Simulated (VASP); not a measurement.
Write the native input for VASP 6.6.1 that does the following.

* Task: relaxation of cell and atoms
* Functional: LDA
* Potentials or basis: VASP PAW LDA potentials, release 64 (B, N)
* Cutoff: 600 eV
* k mesh: 12 × 12 × 12
* Occupations: gaussian, width 0.01 eV
* Spin: no spin polarisation
* Target pressure: 6 GPa
* Dipole correction: no
* Further INCAR settings: ALGO = Normal; EDIFF = 1e-07; IBRION = 2; EDIFFG = -0.001; NSW = 80; ISIF = 3

The structure of BN lies in POSCAR:

```
BN
1.0
    1.2442985526      0.7183961043      3.2240992006
   -1.2442985526      0.7183961043      3.2240992006
    0.0000000000     -1.4367922086      3.2240992005
B N
1 1
Direct
    0.9997405139      0.9997405139      0.9997405139
    0.3326924861      0.3326924861      0.3326924861
```

One way to write it, as run:

INCAR

```
SYSTEM = BN
  PREC = Accurate
  ENCUT = 600
  EDIFF = 1E-7
  ISMEAR = 0
  SIGMA = 0.01
  LREAL = .FALSE.
  LASPH = .TRUE.
  NELM = 80
  ALGO = Normal
  ISIF = 3
  LWAVE = .FALSE.
  LCHARG = .FALSE.
  IBRION = 2
  NSW = 80
  EDIFFG = -0.001
  PSTRESS = 60.0
```

KPOINTS

```
regular mesh
0
G
  12 12 12
  0 0 0
```

Potentials or basis: VASP PAW LDA potentials, release 64 (B, N).

Run with:

```sh
$ cat potpaw_LDA.64/B/POTCAR potpaw_LDA.64/N/POTCAR > POTCAR
$ mpirun -np 1 vasp_std > vasp.out
```

Results of the run:

| Property | Result |
| --- | --- |
| Relaxed volume | 7.69 Å³/atom |
| Relaxed cell | a = 3.226 Å, b = 3.226 Å, c = 3.226 Å, α = 45.19°, β = 45.19°, γ = 45.19° |
| Space group after relaxing (to 0.1 Å) | R3m (No. 160) |
| Energy change on relaxing (the run minimises the enthalpy) | +13.6 meV/atom |
| Ionic steps | 13 |
| Pressure after relaxing | 6.0 GPa |
| Band gap on the k mesh | 3.67 eV (least direct gap 4.72 eV) |

Caveat: the cell is relaxed towards a set pressure, so the run minimises the enthalpy, not the energy.

It took 2.7 min on 1 thread of Intel(R) Xeon(R) Platinum 8488C (Sapphire Rapids), on a shared host, peak memory 0.16 GiB.
